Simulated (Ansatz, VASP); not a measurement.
**C: VASP beside Ansatz**

```
C
1.0
     2.41199   -0.05965    0.01245
    -1.25765    2.15361   -0.02942
     0.04320   -0.09297    8.34027
C
2
Direct
  0.32747 0.65034 0.00022
  0.65380 0.32071 0.99771
```

Alike in both runs: task single point; functional r2SCAN; k mesh 9 × 9 × 3; occupations fermi-dirac, width 0.15 eV; no spin polarisation.

|  | VASP | Ansatz |
| --- | --- | --- |
| version | VASP 6.6.1 | Ansatz 0.2.0 |
| potentials or method | VASP PAW PBE potentials, release 64 (C), cutoff 520 eV | plane waves, PAW |
| valence electrons in the cell | 8 | 8 |

```csv
,VASP,Ansatz,Ansatz less VASP
rms of the force components (eV/Å),0.591,0.595,+0.0043
```

VASP's potentials were made for PBE, not for r2SCAN. Atom by atom the forces differ by 0.009 eV/Å (rms over components). Ansatz's warnings: stress scf threshold loose.
